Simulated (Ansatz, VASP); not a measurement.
Two plane-wave programs on Na

```
Na
1.0
    -2.11250    2.11250    2.11250
     2.11250   -2.11250    2.11250
     2.11250    2.11250   -2.11250
Na
1
Direct
  0.00000 0.00000 0.00000
```

Alike in both runs: task single point; functional r2SCAN; k mesh 11 × 11 × 11; occupations methfessel-paxton of order 1, width 0.3 eV; no spin polarisation.

|  | VASP | Ansatz |
| --- | --- | --- |
| version | VASP 6.6.1 | Ansatz 0.2.0 |
| potentials or method | VASP PAW PBE potentials, release 64 (Na_pv), cutoff 520 eV | plane waves (500 eV) with PAW, scalar-relativistic |
| valence electrons in the cell | 7 | 9 |

VASP gave:

```
pressure (GPa) : 0.1
```

What did Ansatz give for the same quantities?

Pressure (GPa): 0.0.

VASP's potentials were made for PBE, not for r2SCAN. VASP's potentials hold 7 valence electrons a cell and Ansatz's 9, so a difference there can come from the potentials and not from the codes.
